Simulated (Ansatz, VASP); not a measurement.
# Y: VASP beside Ansatz

File INCAR:

```
SYSTEM = Y
PREC = Accurate
ENCUT = 520
EDIFF = 1E-6
ISMEAR = 0
SIGMA = 0.1
LREAL = .False.
LASPH = .True.
NELM = 80
ALGO = Fast
ISIF = 2
LWAVE = .False.
LCHARG = .False.
GGA = PE
NBANDS = 18
```

The input KPOINTS:

```
regular mesh
0
Gamma
  14 14 10
  0 0 0
```

File POSCAR:

```
Y
1.0
    2.5315776662      2.5315776662      0.0000000000
   -2.5315776662      2.5315776662      0.0000000000
    0.0000000000      0.0000000000      5.0631553324
Y
2
Direct
    0.0000000000      0.0000000000      0.0000000000
    0.5000000000      0.5000000000      0.5000000000
```

Input for Ansatz:

```yaml
crystal:
  lattice:
    - [2.5315776662, 2.5315776662, 0.0]
    - [-2.5315776662, 2.5315776662, 0.0]
    - [0.0, 0.0, 5.0631553324]
  atoms:
    - { symbol: "Y", position: [0.0, 0.0, 0.0] }
    - { symbol: "Y", position: [0.5, 0.5, 0.5] }
basis:
  ecutwfc: 420
kpoints:
  mp_grid: { grid: [14, 14, 10] }
hamiltonian:
  xc: pbe
scf:
  occupations: { method: gaussian, width: 0.1 }
output:
  forces: true
  stress: true
  eigenvalues: true
```

Alike in both runs: task single point; functional PBE; k mesh 14 × 14 × 10; occupations gaussian, width 0.1 eV; no spin polarisation.

```csv
,VASP,Ansatz
version,VASP 6.6.1,Ansatz 0.2.0
potentials or method,"VASP PAW PBE potentials, release 64 (Y_sv), cutoff 520 eV","scalar-relativistic, plane waves, PAW"
valence electrons in the cell,22,22
```

```csv
,VASP,Ansatz,Ansatz less VASP
gap on the k mesh at the Fermi level (eV),none,none,-
pressure (GPa),-0.1,0.0,+0.11
```

A gap of «none» marks a metal or a gap that the smearing closes.
